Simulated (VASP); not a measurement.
Input of a VASP 6.6.1 run:

POSCAR

```
HfO2
1.0
    3.5768243315      0.0000000000      0.0000000000
    0.0000000000      3.5768243315      0.0000000000
    0.0000000000      0.0000000000      5.2026739475
Hf O
2 4
Direct
    0.5000000000      0.5000000000      0.5000000000
    0.0000000000      0.0000000000      0.0000000000
    0.0000000000      0.5000000000      0.7394105278
    0.5000000000      0.0000000000      0.8038364645
    0.5000000000      0.0000000000      0.3038364645
    0.0000000000      0.5000000000      0.1961635355
```

The input INCAR.step1:

```
ALGO = Normal ; EDIFF = 1E-4
ENCUT = 520 ; GGA = PE
ISMEAR = 0 ; LASPH = True
LCHARG = False ; LREAL = False
LWAVE = True ; NBANDS = 31
NELM = 100 ; PREC = Accurate
SIGMA = 0.05
```

Contents of INCAR.step2:

```
ALGO = Normal ; EDIFF = 1E-6
ENCUT = 520 ; ISIF = 2
ISMEAR = 0 ; ISTART = 1
LASPH = True ; LCHARG = False
LMIXTAU = True ; LREAL = False
LWAVE = False ; METAGGA = R2SCAN
NBANDS = 31 ; NELM = 100
PREC = Accurate ; SIGMA = 0.05
```

Contents of KPOINTS:

```
k-points
0
Gamma
  6 6 6
```

Potentials or basis: VASP PAW PBE potentials, release 64 (Hf_pv, O).

Launch:

```sh
$ cat potpaw_PBE.64/Hf_pv/POTCAR potpaw_PBE.64/O/POTCAR > POTCAR
$ cp INCAR.step1 INCAR
$ mpirun -np 1 vasp_std > vasp.out
$ cp INCAR.step2 INCAR
$ mpirun -np 1 vasp_std > vasp.out
```

Problem. What does it give for the largest force?

Solution. 3.137 eV/Å.

Problem. Predict the band gap on the k mesh.

Solution. 4.58 eV (least direct gap 4.78 eV).

Problem. Estimate the pressure.

Solution. -4.6 GPa.

Forces in eV/Å, atoms in the order of the input:
```
Hf   0.000  0.000  1.130
Hf   0.000  0.000 -0.175
O    0.000  0.000 -3.137
O    0.000  0.000 -0.312
O    0.000  0.000  0.377
O    0.000  0.000  2.117
```

Caveat: the cell differs from its parent crystal (atom 3 (O) moved by (+0.000, +0.225) A along y and z); the stress differs along the axes, from -7 to -0 GPa; the PAW data sets were made with another functional, which shifts forces and pressure a little; spin-orbit coupling is left out, which moves the levels of the heavy elements. A k mesh can miss the band edges.
